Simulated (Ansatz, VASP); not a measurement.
Cd in VASP and in Ansatz

INCAR

```
ALGO     = Normal         # electronic algorithm
EDIFF    = 1E-7           # SCF threshold, eV
ENCUT    = 520            # plane-wave cutoff, eV
GGA      = PS             # functional
ISIF     = 2              # what is computed and relaxed
ISMEAR   = -1             # smearing method
LASPH    = T              # aspherical terms in the spheres
LCHARG   = T              # write CHGCAR
LELF     = T              # ELF
LREAL    = F              # projectors in reciprocal space
LVHAR    = T            
LWAVE    = F              # write WAVECAR
NBANDS   = 12             # bands
NELM     = 80             # most SCF steps
PREC     = Accurate       # precision mode
SIGMA    = 0.1            # smearing width, eV
```

Contents of KPOINTS:

```
k-points
0
Gamma
  12 12 12
```

Contents of POSCAR:

```
Cd
1.0
    3.0157497385      0.0000000000      0.0000000000
    0.0000000000      3.0157497385      0.0000000000
    0.0000000000      0.0000000000      3.0157497385
Cd
1
Direct
    0.0000000000      0.0000000000      0.0000000000
```

Input for Ansatz:

```yaml
crystal:
  lattice:
    - [3.0157497385, 0.0, 0.0]
    - [0.0, 3.0157497385, 0.0]
    - [0.0, 0.0, 3.0157497385]
  atoms:
    - { symbol: Cd, position: [0.0, 0.0, 0.0] }
hamiltonian:
  xc: pbesol
  pseudopotentials:
    kind: paw
    azcp:
      Cd: "pseudopotentials/Cd.paw.azcp"
basis:
  ecutwfc: 420
  fft_grid_basis: typed
kpoints:
  mp_grid: { grid: [12, 12, 12], shift: [0, 0, 0] }
magnetization:
  spin_polarized: false
scf:
  occupations: { method: fermi_dirac, width: 0.1 }
  lower_state_search: "off"
output:
  stress: true
```

Alike in both runs: task single point; functional PBEsol; k mesh 12 × 12 × 12; occupations fermi-dirac, width 0.1 eV; no spin polarisation.

|  | VASP | Ansatz |
| --- | --- | --- |
| version | VASP 6.6.1 | Ansatz 0.2.0 |
| potentials or method | VASP PAW PBE potentials, release 64 (Cd), cutoff 520 eV | plane waves (420 eV) with PAW, scalar-relativistic |
| valence electrons in the cell | 12 | 20 |

VASP gave:

| Property | Result |
| --- | --- |
| pressure (GPa) | -3.2 |

Problem. Estimate Ansatz's values.

Solution. Pressure (GPa): -3.4.

VASP's potentials were made for PBE, not for PBEsol, and Ansatz warns of the same on its side. The functional is the same, so the differences come from potentials, cutoffs and numerics. VASP's potentials hold 12 valence electrons a cell and Ansatz's 20, so a difference there can come from the potentials and not from the codes.
